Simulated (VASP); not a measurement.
# V (Im-3m) in VASP: single point with PBE+U

Aim: the single point of V with PBE+U.

Everything below comes from runs of VASP 6.6.1. Logs are shortened: lines on timing, memory, paths and dates and some standing lists are left out, and cuts for length are marked.

**1. The cell of the first run**

Symmetry: Im-3m, No. 229, cubic system. The conventional cell has a = 3.024 Å, b = 3.024 Å, c = 3.024 Å, α = 90.00°, β = 90.00°, γ = 90.00°. Within 3.5 Å of V (site symmetry m-3m) lie 14 V at 2.62 to 3.02 Å.

**2. Single point, PBE+U, collinear spin, ferromagnetic start**

File INCAR:

```
ALGO     = Normal         # electronic algorithm
EDIFF    = 1E-6           # SCF threshold, eV
ENCUT    = 520            # plane-wave cutoff, eV
GGA      = PE             # functional
ISIF     = 2              # what is computed and relaxed
ISMEAR   = -1             # smearing method
ISPIN    = 2              # spin polarisation
LASPH    = True           # aspherical terms in the spheres
LCHARG   = False          # write CHGCAR
LDAU     = True           # DFT+U
LDAUJ    = 0            
LDAUL    = 2              # shell
LDAUPRINT= 1            
LDAUTYPE = 2            
LDAUU    = 4.3            # U, eV
LMAXMIX  = 4              # l up to which the mixer works
LORBIT   = 11             # projections on sites
LREAL    = False          # projectors in reciprocal space
LWAVE    = False          # write WAVECAR
MAGMOM   = 2 2            # initial moments
NBANDS   = 24             # bands
NELM     = 150            # most SCF steps
PREC     = Accurate       # precision mode
SIGMA    = 0.1            # smearing width, eV
```

File KPOINTS:

```
k-points
0
Gamma
  10 10 10
```

File POSCAR:

```
V
1.0
    3.0240000000      0.0000000000      0.0000000000
    0.0000000000      3.0240000000      0.0000000000
    0.0000000000      0.0000000000      3.0240000000
V
2
Direct
    0.0000000000      0.0000000000      0.0000000000
    0.5000000000      0.5000000000      0.5000000000
```

Potentials or basis: VASP PAW PBE potentials, release 64 (V_sv).

The run is started by

```console
$ cat potpaw_PBE.64/V_sv/POTCAR > POTCAR
$ mpirun -np 1 vasp_std > vasp.out
```

OUTCAR:

```text
EDIFF = 1E-6
   ENCUT = 520
   GGA = PE
   ISIF = 2
   ISMEAR = -1
   ISPIN = 2
   LASPH = True
   LORBIT = 11
   LREAL = False
   NELM = 150
   PREC = Accurate

 ion  position               nearest neighbor table
   1  0.000  0.000  0.000-   2 2.62   2 2.62   2 2.62   2 2.62   2 2.62   2 2.62   2 2.62   2 2.62

   2  0.500  0.500  0.500-   1 2.62   1 2.62   1 2.62   1 2.62   1 2.62   1 2.62   1 2.62   1 2.62

  LATTYP: Found a simple cubic cell.
 ALAT       =     3.0240000000

  Lattice vectors:

 A1 = (   3.0240000000,   0.0000000000,   0.0000000000)
 A2 = (   0.0000000000,   3.0240000000,   0.0000000000)
 A3 = (   0.0000000000,   0.0000000000,   3.0240000000)

Analysis of symmetry for initial positions (statically):
=====================================================================
 Subroutine PRICEL returns following result:

  LATTYP: Found a body centered cubic cell.
 ALAT       =     3.0240000000
[... 12 lines left out ...]
 Subroutine GETGRP returns: Found 48 space group operations
 (whereof 48 operations were pure point group operations)
 out of a pool of 48 trial point group operations.

The static configuration has the point symmetry O_h .

Analysis of symmetry for dynamics (positions and initial velocities):
=====================================================================
 Subroutine PRICEL returns following result:

  LATTYP: Found a body centered cubic cell.
 ALAT       =     3.0240000000
[... 12 lines left out ...]
 Subroutine GETGRP returns: Found 48 space group operations
 (whereof 48 operations were pure point group operations)
 out of a pool of 48 trial point group operations.

The dynamic configuration has the point symmetry O_h .

Analysis of structural, dynamic, and magnetic symmetry:
=====================================================================
 Subroutine PRICEL returns following result:

  LATTYP: Found a body centered cubic cell.
 ALAT       =     3.0240000000
[... 12 lines left out ...]
 Subroutine GETGRP returns: Found 48 space group operations
 (whereof 48 operations were pure point group operations)
 out of a pool of 48 trial point group operations.

The overall configuration has the point symmetry O_h .

 Subroutine INISYM returns: Found 48 space group operations
 (whereof 48 operations are pure point group operations),
 and found     2 'primitive' translations

----------------------------------------------------------------------------------------

                                     Primitive cell

  volume of cell :      13.8266

  direct lattice vectors                    reciprocal lattice vectors
     1.512000000  1.512000000 -1.512000000     0.330687831  0.330687831  0.000000000
    -1.512000000  1.512000000  1.512000000     0.000000000  0.330687831  0.330687831
     1.512000000 -1.512000000  1.512000000     0.330687831  0.000000000  0.330687831

  length of vectors
     2.618860821  2.618860821  2.618860821     0.467663215  0.467663215  0.467663215

  position of ions in fractional coordinates (direct lattice)
     0.000000000  0.000000000  0.000000000

  ion indices of the primitive-cell ions
   primitive index   ion index
                 1           1

----------------------------------------------------------------------------------------

 KPOINTS: k-points

Automatic generation of k-mesh.
 Grid dimensions read from file:
 generate k-points for:   10   10   10

 Generating k-lattice:

  Cartesian coordinates                     Fractional coordinates (reciprocal lattice)
     0.033068783  0.000000000  0.000000000     0.100000000  0.000000000  0.000000000
     0.000000000  0.033068783  0.000000000     0.000000000  0.100000000  0.000000000
[... 71 lines left out ...]
   EMIN   =  10.00;   EMAX   =-10.00  energy-range for DOS
   EFERMI =   0.00;   METHOD = LEGACY
   ISMEAR =    -1;   SIGMA  =   0.10  broadening in eV -4-tet -1-fermi 0-gaus
   EFERMI_NEDOS =   21; number of points for ismear=-14 and -15
   IALGO  =     38    algorithm
   IMIX   =      4    mixing-type and parameters
     AMIX     =   0.40;   BMIX     =  1.00
     AMIX_MAG =   1.60;   BMIX_MAG =  1.00
  volume/ion in A,a.u.               =      13.83        93.31
  Fermi-wavevector in a.u.,A,eV,Ry     =   1.603802  3.030747 34.996657  2.572182
  Thomas-Fermi vector in A             =   2.700408
   LORBIT       =     11    0 simple, 1 ext, 2 COOP (PROOUT), +10 PAW based schemes
 LDA+U is selected, type is set to LDAUTYPE =  2
   angular momentum for each species LDAUL =     2
   U (eV)           for each species LDAUU =   4.3
   J (eV)           for each species LDAUJ =   0.0
   GGA     = PE    functional components
   LHFCALC =     F    Hartree Fock is set to
   AEXX    =    0.0000 exact exchange contribution
   IVDW    =     0    specifies the selected vdW correction
   LEPSILON=     F    determine dielectric tensor
   LRPA    =     F    only Hartree local field effects (RPA)
 spin polarized calculation
  energy-cutoff  :      520.00
  volume of cell :       27.65
 maximum number of plane-waves:       768
 NGX is ok and might be reduce to    24
   NGX = 11   NGY = 11   NGZ = 11

atom =   1  type =  1  l = 2

 onsite density matrix

spin component  1

  0.5386 -0.0000 -0.0000 -0.0000  0.0000
 -0.0000  0.5386  0.0000 -0.0000  0.0000
 -0.0000  0.0000  0.1862  0.0000 -0.0000
 -0.0000 -0.0000  0.0000  0.5386  0.0000
  0.0000  0.0000 -0.0000  0.0000  0.1862

spin component  2

  0.1478 -0.0000  0.0000 -0.0000  0.0000
 -0.0000  0.1478 -0.0000 -0.0000 -0.0000
  0.0000 -0.0000  0.2617 -0.0000  0.0000
 -0.0000 -0.0000 -0.0000  0.1478 -0.0000
  0.0000 -0.0000  0.0000 -0.0000  0.2617

 occupancies and eigenvectors

  o =  0.1478  v =  0.0000  0.0000  0.0000  0.0000  0.0000  0.0024  0.0000 -0.0000  1.0000  0.0000      0.0000  0.0000  0.0000  0.0000  0.0000  0.0000  0.0000  0.0000  0.0000  0.0000
  o =  0.1478  v =  0.0000  0.0000  0.0000  0.0000  0.0000  1.0000  0.0010 -0.0000 -0.0024 -0.0000      0.0000  0.0000  0.0000  0.0000  0.0000  0.0000  0.0000  0.0000  0.0000  0.0000
  o =  0.1478  v =  0.0000  0.0000  0.0000  0.0000  0.0000  0.0010 -1.0000  0.0000  0.0000 -0.0000      0.0000  0.0000  0.0000  0.0000  0.0000  0.0000  0.0000  0.0000  0.0000  0.0000
  o =  0.1862  v =  0.0000 -0.0000 -1.0000  0.0000 -0.0049  0.0000  0.0000  0.0000  0.0000  0.0000      0.0000  0.0000  0.0000  0.0000  0.0000  0.0000  0.0000  0.0000  0.0000  0.0000
  o =  0.1862  v =  0.0000 -0.0000 -0.0049 -0.0000  1.0000  0.0000  0.0000  0.0000  0.0000  0.0000      0.0000  0.0000  0.0000  0.0000  0.0000  0.0000  0.0000  0.0000  0.0000  0.0000
  o =  0.2617  v =  0.0000  0.0000  0.0000  0.0000  0.0000 -0.0000 -0.0000 -1.0000 -0.0000  0.0033      0.0000  0.0000  0.0000  0.0000  0.0000  0.0000  0.0000  0.0000  0.0000  0.0000
  o =  0.2617  v =  0.0000  0.0000  0.0000  0.0000  0.0000  0.0000 -0.0000  0.0033 -0.0000  1.0000      0.0000  0.0000  0.0000  0.0000  0.0000  0.0000  0.0000  0.0000  0.0000  0.0000
  o =  0.5386  v =  0.0000  0.1334 -0.0000 -0.9911 -0.0000  0.0000  0.0000  0.0000  0.0000  0.0000      0.0000  0.0000  0.0000  0.0000  0.0000  0.0000  0.0000  0.0000  0.0000  0.0000
  o =  0.5386  v =  1.0000  0.0000  0.0000  0.0000  0.0000  0.0000  0.0000  0.0000  0.0000  0.0000      0.0000  0.0000  0.0000  0.0000  0.0000  0.0000  0.0000  0.0000  0.0000  0.0000
  o =  0.5386  v =  0.0000  0.9911 -0.0000  0.1334  0.0000  0.0000  0.0000  0.0000  0.0000  0.0000      0.0000  0.0000  0.0000  0.0000  0.0000  0.0000  0.0000  0.0000  0.0000  0.0000

atom =   2  type =  1  l = 2

 onsite density matrix

spin component  1

  0.5386 -0.0000 -0.0000 -0.0000 -0.0000
 -0.0000  0.5386 -0.0000 -0.0000  0.0000
 -0.0000 -0.0000  0.1862 -0.0000  0.0000
 -0.0000 -0.0000 -0.0000  0.5386  0.0000
 -0.0000  0.0000  0.0000  0.0000  0.1862

spin component  2

  0.1478 -0.0000  0.0000  0.0000  0.0000
 -0.0000  0.1478  0.0000 -0.0000  0.0000
  0.0000  0.0000  0.2617  0.0000  0.0000
  0.0000 -0.0000  0.0000  0.1478 -0.0000
  0.0000  0.0000  0.0000 -0.0000  0.2617

 occupancies and eigenvectors

  o =  0.1478  v =  0.0000  0.0000  0.0000  0.0000  0.0000 -0.0015 -0.0085  0.0000  1.0000 -0.0000      0.0000  0.0000  0.0000  0.0000  0.0000  0.0000  0.0000  0.0000  0.0000  0.0000
  o =  0.1478  v =  0.0000  0.0000  0.0000  0.0000  0.0000  1.0000  0.0083 -0.0000  0.0016 -0.0000      0.0000  0.0000  0.0000  0.0000  0.0000  0.0000  0.0000  0.0000  0.0000  0.0000
  o =  0.1478  v =  0.0000  0.0000  0.0000  0.0000  0.0000 -0.0083  0.9999 -0.0000  0.0084 -0.0000      0.0000  0.0000  0.0000  0.0000  0.0000  0.0000  0.0000  0.0000  0.0000  0.0000
  o =  0.1862  v =  0.0000 -0.0000  1.0000 -0.0000 -0.0045  0.0000  0.0000  0.0000  0.0000  0.0000      0.0000  0.0000  0.0000  0.0000  0.0000  0.0000  0.0000  0.0000  0.0000  0.0000
  o =  0.1862  v =  0.0000 -0.0000  0.0045  0.0000  1.0000  0.0000  0.0000  0.0000  0.0000  0.0000      0.0000  0.0000  0.0000  0.0000  0.0000  0.0000  0.0000  0.0000  0.0000  0.0000
  o =  0.2617  v =  0.0000  0.0000  0.0000  0.0000  0.0000 -0.0000 -0.0000 -1.0000  0.0000  0.0044      0.0000  0.0000  0.0000  0.0000  0.0000  0.0000  0.0000  0.0000  0.0000  0.0000
  o =  0.2617  v =  0.0000  0.0000  0.0000  0.0000  0.0000  0.0000  0.0000  0.0044  0.0000  1.0000      0.0000  0.0000  0.0000  0.0000  0.0000  0.0000  0.0000  0.0000  0.0000  0.0000
  o =  0.5386  v =  0.0000  0.0032 -0.0000 -1.0000  0.0000  0.0000  0.0000  0.0000  0.0000  0.0000      0.0000  0.0000  0.0000  0.0000  0.0000  0.0000  0.0000  0.0000  0.0000  0.0000
  o =  0.5386  v =  1.0000  0.0000  0.0000  0.0000  0.0000  0.0000  0.0000  0.0000  0.0000  0.0000      0.0000  0.0000  0.0000  0.0000  0.0000  0.0000  0.0000  0.0000  0.0000  0.0000
  o =  0.5386  v =  0.0000  1.0000  0.0000  0.0032  0.0000  0.0000  0.0000  0.0000  0.0000  0.0000      0.0000  0.0000  0.0000  0.0000  0.0000  0.0000  0.0000  0.0000  0.0000  0.0000

 number of electron      25.9999992 magnetization       2.3149430

 Free energy of the ion-electron system (eV)
  ---------------------------------------------------
  ext. energy  EPLUGINS =         0.00000000
  ---------------------------------------------------
  free energy    TOTEN  =        -9.29182666 eV

  energy without entropy =       -9.20561095  energy(sigma->0) =       -9.24871881

 E-fermi :  10.2485     XC(G=0): -12.7725

 val. band max:       10.2345193877   @ k =   0.4000   0.1000   0.0000
 cond. band min:      10.2509740145   @ k =   0.4000   0.2000   0.0000
 fundamental gap:      0.0164546268
 Fermi energy:        10.2485452584

 spin component 1

 k-point     1 :       0.0000    0.0000    0.0000
  band No.  band energies     occupation
      1     -55.0369      1.00000
      2     -54.7378      1.00000
      3     -28.9303      1.00000
      4     -28.9303      1.00000
      5     -28.9303      1.00000
      6     -28.3647      1.00000
[... 1289 lines left out ...]
     23      27.0802      0.00000
     24      27.9072      0.00000

 [... further k-points ...]
[... 5 lines left out ...]
  --------------------------------------------------------------------------------------
  -------------------------------------------------------------------------------------
  Total        3.2258216      3.2258216      3.2258216     -0.0000000     -0.0000000      0.0000000
  in kB      186.8983942    186.8983942    186.8983942     -0.0000000     -0.0000000      0.0000000
  external PRESSURE =     186.8983942 kB  Pullay stress =       0.0000000 kB

 VOLUME and BASIS-vectors are now :
 -----------------------------------------------------------------------------
  energy-cutoff  :      520.00
  volume of cell :       27.65
      direct lattice vectors                 reciprocal lattice vectors
     3.024000000  0.000000000  0.000000000     0.330687831  0.000000000  0.000000000
     0.000000000  3.024000000  0.000000000     0.000000000  0.330687831  0.000000000
     0.000000000  0.000000000  3.024000000     0.000000000  0.000000000  0.330687831

 POSITION                                       TOTAL-FORCE (eV/Angst)
 -----------------------------------------------------------------------------------
      0.00000      0.00000      0.00000        -0.000000     -0.000000     -0.000000
      1.51200      1.51200      1.51200         0.000000      0.000000      0.000000
 -----------------------------------------------------------------------------------
    total drift:                                0.000000      0.000000     -0.000000

  FREE ENERGIE OF THE ION-ELECTRON SYSTEM (eV)
  ---------------------------------------------------
  free  energy   TOTEN  =        -9.2918266642 eV

  energy  without entropy=       -9.2056109538  energy(sigma->0) =       -9.24871881

 total charge

# of ion       s       p       d       tot
------------------------------------------
    1        2.350   6.267   2.929  11.545
    2        2.350   6.267   2.929  11.545
--------------------------------------------------
tot          4.700  12.534   5.857  23.090

 magnetization (x)

# of ion       s       p       d       tot
------------------------------------------
    1        0.004   0.040   1.016   1.060
    2        0.004   0.040   1.016   1.060
--------------------------------------------------
tot          0.008   0.080   2.031   2.120
```

Wall time 38 s (1 thread of Intel Xeon Platinum 8375C at 2.90GHz (Ice Lake), shared host); peak memory 0.18 GiB.

Results:

| Item | Value |
| --- | --- |
| Free energy | -9.2918 eV |
| Pressure | 18.7 GPa |
| Net moment | 2.31 μB per cell |
| Site moments | V +1.06 μB |
| Valence electrons inside the program's atomic spheres | V 11.54 |

Levels at points of the mesh, in eV from the Fermi level:
Spin up:
| k point | band 12 | band 13 | band 14 | band 15 | band 16 | band 17 |
| --- | --- | --- | --- | --- | --- | --- |
| (0.00, 0.00, 0.00) | -1.42 | -1.42 | -1.42 | 1.73 | 1.73 | 1.73 |
| (0.50, 0.00, 0.00) | -0.94 | -0.94 | -0.94 | -0.51 | -0.51 | 0.07 |
| (0.50, 0.50, 0.00) | -2.82 | 0.48 | 0.48 | 1.91 | 1.91 | 2.09 |
| (0.50, 0.50, 0.50) | -2.67 | -2.67 | -2.67 | 2.90 | 2.90 | 2.90 |
Spin down:
| k point | band 10 | band 11 | band 12 | band 13 | band 14 | band 15 |
| --- | --- | --- | --- | --- | --- | --- |
| (0.00, 0.00, 0.00) | -2.93 | -2.93 | 1.57 | 1.57 | 1.57 | 2.44 |
| (0.50, 0.00, 0.00) | -3.38 | -0.54 | -0.54 | 1.82 | 1.82 | 1.82 |
| (0.50, 0.50, 0.00) | -2.85 | -0.03 | -0.03 | 0.90 | 0.90 | 2.79 |
| (0.50, 0.50, 0.50) | -0.54 | -0.54 | -0.54 | -0.54 | -0.54 | 2.91 |

Eigenvalues of the final occupation matrices:
| site | spin | trace | eigenvalues |
| --- | --- | --- | --- |
| site 1 d | 1 | 1.99 | 0.19 0.19 0.54 0.54 0.54 |
| site 1 d | 2 | 0.97 | 0.15 0.15 0.15 0.26 0.26 |
| site 2 d | 1 | 1.99 | 0.19 0.19 0.54 0.54 0.54 |
| site 2 d | 2 | 0.97 | 0.15 0.15 0.15 0.26 0.26 |

Caveat: the cell stands under pressure; the U is typed as a test and isn't derived for this compound. The state reached can hang on the start; a lower one may exist.
